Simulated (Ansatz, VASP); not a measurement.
# C4N in VASP and in Ansatz

The input INCAR:

```
SYSTEM = C4N
  PREC = Accurate
  ENCUT = 600
  EDIFF = 1E-6
  ISMEAR = 0
  SIGMA = 0.1
  LREAL = .False.
  LASPH = .True.
  NELM = 100
  ALGO = Normal
  ISIF = 3
  LWAVE = .False.
  LCHARG = .False.
  GGA = PE
  IVDW = 12
  IBRION = 2
  NSW = 100
  EDIFFG = -0.01
```

KPOINTS

```
Automatic mesh
0
Gamma
  12 12 12
  0 0 0
```

POSCAR

```
C4N
1.0
   -2.1214663994      2.1214663994      2.1214663994
    2.1214663994     -2.1214663994      2.1214663994
    2.1214663994      2.1214663994     -2.1214663994
C N
4 1
Direct
    0.0000000000      0.0000000000      0.5000000000
    0.5000000000      0.0000000000      0.0000000000
    0.5000000000      0.5000000000      0.5000000000
    0.0000000000      0.5000000000      0.0000000000
    0.0000000000      0.0000000000      0.0000000000
```

Input for Ansatz:

```yaml
crystal:
  lattice:
    - [-2.1214663994, 2.1214663994, 2.1214663994]
    - [2.1214663994, -2.1214663994, 2.1214663994]
    - [2.1214663994, 2.1214663994, -2.1214663994]
  atoms:
    - { symbol: C, position: [0.0, 0.0, 0.5] }
    - { symbol: C, position: [0.5, 0.0, 0.0] }
    - { symbol: C, position: [0.5, 0.5, 0.5] }
    - { symbol: C, position: [0.0, 0.5, 0.0] }
    - { symbol: "N", position: [0.0, 0.0, 0.0] }
basis:
  ecutwfc: 420
kpoints:
  mp_grid: { grid: [12, 12, 12] }
hamiltonian:
  xc: pbe
  dispersion: d3bj
scf:
  occupations: { method: gaussian, width: 0.1 }
output:
  forces: true
  stress: true
  eigenvalues: true
relax:
  adjacent_minimum: "off"
  f_tol: 0.01
  max_steps: 80
  cell: { stress_tol: 0.05 }
```

Change from the starting cell: species swapped into the NiHg4 type (Im-3m, No. 229).

Alike in both runs: task relaxation of cell and atoms; functional PBE; dispersion D3(BJ); k mesh 12 × 12 × 12; occupations gaussian, width 0.1 eV; no spin polarisation.

|  | VASP | Ansatz |
| --- | --- | --- |
| version | VASP 6.6.1 | Ansatz 0.2.0 |
| potentials or method | VASP PAW PBE potentials, release 64 (C, N), cutoff 600 eV | scalar-relativistic, plane waves, PAW |
| valence electrons in the cell | 21 | 21 |

VASP gave:

- gap on the k mesh at the Fermi level, each at its own relaxed structure (eV): none
- relaxed volume (Å³/atom): 7.61
- relaxed cell length with the largest relative difference (Å): 3.671

Task: What did Ansatz give for the same quantities?

Result: gap on the k mesh at the Fermi level, each at its own relaxed structure (eV): none; relaxed volume (Å³/atom): 7.62; relaxed cell length with the largest relative difference (Å): 3.671.

A gap of «none» marks a metal or a gap that the smearing closes. Ansatz's warnings: dispersion switch in reach, relaxed geometry near dispersion switch.
